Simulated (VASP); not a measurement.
**OsSe: single point with PBE**

OsSe:

```
CELL_PARAMETERS angstrom
0.00000 2.73615 2.73615
2.73615 0.00000 2.73615
2.73615 2.73615 0.00000
ATOMIC_POSITIONS crystal
Os 0.00000 0.00000 0.00000
Se 0.25000 0.25000 0.25000
```

* Program: VASP 6.6.1
* Task: single point
* Functional: PBE
* Potentials or basis: VASP PAW PBE potentials, release 64 (Os, Se)
* Cutoff: 520 eV
* k mesh: 10 × 10 × 10
* Occupations: gaussian, width 0.05 eV
* Spin: collinear spin
* Starting moments: [0.05, 0.0] μB

- Pressure: 3.8 GPa
- Band gap on the k mesh: zero (filled and empty bands overlap)
- Net moment: 0.00 μB per cell
- Valence electrons inside the program's atomic spheres: Os 7.34; Se 3.96

Levels at points of the mesh, in eV from the Fermi level:
Spin up:
| k point | band 3 | band 4 | band 5 | band 6 | band 7 | band 8 | band 9 | band 10 | band 11 | band 12 |
| --- | --- | --- | --- | --- | --- | --- | --- | --- | --- | --- |
| (0.00, 0.00, 0.00) | -5.98 | -5.98 | -1.90 | -1.90 | 0.92 | 4.00 | 4.00 | 4.00 | 7.15 | 7.15 |
| (0.50, 0.00, 0.00) | -5.55 | -5.55 | -1.58 | -1.58 | -1.45 | 1.61 | 1.61 | 3.29 | 8.76 | 8.88 |
| (0.50, 0.50, 0.00) | -4.69 | -4.69 | -2.58 | -1.58 | -1.14 | -0.40 | -0.40 | 5.86 | 6.66 | 10.57 |
Spin down:
```tsv
k point	band 4	band 5	band 6	band 7	band 8	band 9	band 10	band 11
(0.00, 0.00, 0.00)	-5.98	-1.90	-1.90	0.92	4.00	4.00	4.00	7.15
(0.50, 0.00, 0.00)	-5.55	-1.58	-1.58	-1.45	1.61	1.61	3.29	8.76
(0.50, 0.50, 0.00)	-4.68	-2.58	-1.58	-1.14	-0.40	-0.40	5.86	6.67
```

Wall time 2 min on 1 thread of AMD EPYC 7R13 (shared host), peak memory 0.19 GiB.

Caveat: the cell stands under pressure; spin-orbit coupling is left out, which moves the levels of the heavy elements.
